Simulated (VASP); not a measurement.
Runs of VASP 6.6.1 on InP. The structure is that of space group F-43m (No. 216), or close to it. The cells are those of the table. 

```csv
task,level,spin,cell,k mesh,smearing,gap on the mesh (eV),pressure (GPa)
single point,r2SCAN,"non-collinear, zero start, SOC","a = 4.344 Å, angles 60.0°, 2 atoms",8 × 8 × 8,fermi-dirac 0.02 eV,-,-6.2
dielectric tensor,r2SCAN,off,"a = 4.136 Å, angles 60.0°, 2 atoms",6 × 6 × 6,gaussian 0.01 eV,1.21,-
single point,r2SCAN,off,"a = 4.219 Å, angles 60.0°, 2 atoms",8 × 8 × 8,gaussian 0.01 eV,0.85,(a)
dielectric tensor,r2SCAN,off,"a = 4.010 Å, angles 60.0°, 2 atoms",6 × 6 × 6,gaussian 0.01 eV,1.74,-
dielectric tensor,r2SCAN,off,"a = 4.052 Å, angles 60.0°, 2 atoms",6 × 6 × 6,gaussian 0.01 eV,(b),-
dielectric tensor,r2SCAN,off,"a = 4.219 Å, angles 60.0°, 2 atoms",6 × 6 × 6,gaussian 0.01 eV,0.85,-
dielectric tensor,r2SCAN,off,"a = 4.094 Å, angles 60.0°, 2 atoms",6 × 6 × 6,gaussian 0.01 eV,(c),-
single point,PBE,off,"a = 4.219 Å, angles 60.0°, 2 atoms",8 × 8 × 8,fermi-dirac 0.02 eV,0.42,-0.3
```

Alike in all rows: potentials or basis VASP PAW PBE potentials, release 64 (In_d, P); cutoff (eV) 520.

Question: Estimate the missing entries.

Answer: (a) -2.0; (b) 1.56; (c) 1.38.

Caveats: the PAW data sets were made with another functional, which shifts forces and pressure a little (at least some runs); spin-orbit coupling is left out, which moves the levels of the heavy elements (at least some runs); the cell stands under tension (at least some runs).

A k mesh can miss the band edges, and rows without SOC leave out spin-orbit coupling on In.
